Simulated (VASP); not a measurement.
Input of a VASP 6.6.1 run:

File INCAR:

```
SYSTEM = B5N
PREC     = Accurate       ! precision mode
ENCUT    = 1330           ! plane-wave cutoff, eV
EDIFF    = 1E-7           ! SCF threshold, eV
ISMEAR   = 0              ! smearing method
SIGMA    = 0.1            ! smearing width, eV
LREAL    = .False.        ! projectors in reciprocal space
LASPH    = .True.         ! aspherical terms in the spheres
NELM     = 120            ! most SCF steps
ALGO     = Normal         ! electronic algorithm
ISIF     = 3              ! what is computed and relaxed
LWAVE    = .False.        ! write WAVECAR
LCHARG   = .False.        ! write CHGCAR
GGA      = PE             ! functional
IBRION   = 2              ! ionic algorithm
NSW      = 90             ! ionic steps
EDIFFG   = -0.04          ! ionic threshold
GGA_COMPAT= .False.      
NELMIN   = 4
```

The input KPOINTS:

```
Automatic mesh
0
Gamma
  6 6 6
  0 0 0
```

POSCAR

```
B5N
1.0
    3.9202774600      0.0000000000      0.0000000000
   -1.9601387300      3.3950598700      0.0000000000
    0.0000000000      0.0000000000      3.6636087100
B N
5 1
Direct
    0.6647854400      0.6647854400      0.0000000000
    0.3333333300      0.6666666700      0.5000000000
    0.0000000000      0.3352145600      0.0000000000
    0.3352145600      0.0000000000      0.0000000000
    0.6666666700      0.3333333300      0.5000000000
    0.0000000000      0.0000000000      0.5000000000
```

Potentials or basis: VASP PAW PBE potentials, release 64 (B_h, N_h).

Command:

```bash
$ cat potpaw_PBE.64/B_h/POTCAR potpaw_PBE.64/N_h/POTCAR > POTCAR
$ mpirun -np 1 vasp_std > vasp.out
```

(1) What does it give for the space group after relaxing (to 0.1 Å)?

(2) Estimate the relaxed cell.

(3) Predict the relaxed volume.

Results:

(1) P-62m (No. 189).

(2) a = 3.290 Å, b = 3.290 Å, c = 5.310 Å, α = 90.00°, β = 90.00°, γ = 120.00°.

(3) 8.30 Å³/atom.

Caveat: a cell axis changed by over 15 % at a fixed basis, so the end point is rough.
